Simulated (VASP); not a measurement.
Input of a VASP 6.6.1 run:

File INCAR:

```
AGGAC = 1.0
AGGAX = 1.0
ALDAC = 0.0
ALDAX = 1.0
ALGO = Normal
EDIFF = 1E-6
ENCUT = 500
GGA = B5
GGA_COMPAT = F
ISIF = 2
ISMEAR = 0
LASPH = T
LCHARG = F
LDAU = T
LDAUJ = 0
LDAUL = 2
LDAUPRINT = 1
LDAUTYPE = 2
LDAUU = 4.1
LMAXMIX = 4
LREAL = F
LWAVE = F
NBANDS = 18
NELM = 200
PREC = Accurate
SIGMA = 0.1
```

File KPOINTS:

```
k-points
0
Gamma
  2 2 1
```

File POSCAR:

```
Au
1.0
    1.4113099650     -2.5559330250      0.0000000000
    1.4113099650      2.5559330250      0.0000000000
    0.0000000000      0.0000000000      4.8931696100
Au
2
Direct
    0.6653279700      0.3346720300      0.2500000000
    0.3346720300      0.6653279700      0.7500000000
```

Potentials or basis: VASP PAW PBE potentials, release 64 (Au).

Command:

```sh
$ cat potpaw_PBE.64/Au/POTCAR > POTCAR
$ mpirun -np 1 vasp_std > vasp.out
```

Problem. Estimate the largest force.

Solution. 0.347 eV/Å.

Problem. Predict the band gap on the k mesh.

Solution. Zero (band 11 reaches 9.58 eV, above the bottom of band 12 at 8.66 eV).

Eigenvalues of the final occupation matrices:
```csv
site,spin,trace,eigenvalues
site 1 d,1,4.52,0.84 0.91 0.92 0.92 0.93
site 1 d,2,4.52,0.84 0.91 0.92 0.92 0.93
site 2 d,1,4.52,0.84 0.91 0.92 0.92 0.93
site 2 d,2,4.52,0.84 0.91 0.92 0.92 0.93
```

Caveat: the k points lie up to 1.28 Å⁻¹ apart; the PAW data sets were made with another functional, which shifts forces and pressure a little; spin-orbit coupling is left out, which moves the levels of the heavy elements; U without spin polarisation on a metal has little footing; the U is typed as a test and isn't derived for this compound.
